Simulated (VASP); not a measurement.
Here is a VASP 6.6.1 calculation.

Contents of INCAR:

```
PREC = Accurate ; ENCUT = 520
EDIFF = 1E-7 ; ISMEAR = 0
SIGMA = 0.15 ; LREAL = F
LASPH = T ; NELM = 100
ALGO = Normal ; ISIF = 2
LWAVE = F ; LCHARG = F
GGA = PE ; IVDW = 12
NBANDS = 10
```

File KPOINTS:

```
regular mesh
0
Gamma
  14 14 14
```

POSCAR

```
K
1.0
    0.8267847414      3.8516069662      3.8516069662
    3.8516069662      0.8267847414      3.8516069662
    3.8516069662      3.8516069662      0.8267847414
K
1
Direct
    0.0000000000      0.0000000000      0.0000000000
```

Potentials or basis: VASP PAW PBE potentials, release 64 (K_sv).

Launch:

```bash
$ cat potpaw_PBE.64/K_sv/POTCAR > POTCAR
$ mpirun -np 1 vasp_std > vasp.out
```

Task: Predict the pressure.

Result: 0.0 GPa.

Task: Estimate the dispersion energy per atom.

Result: -0.102 eV.

Stress tensor (GPa, compression positive):
```
-0.01 -0.64 -0.64
-0.64 -0.01 -0.64
-0.64 -0.64 -0.01
```

Caveat: pairwise dispersion overbinds metals, which lowers pressure and volume.
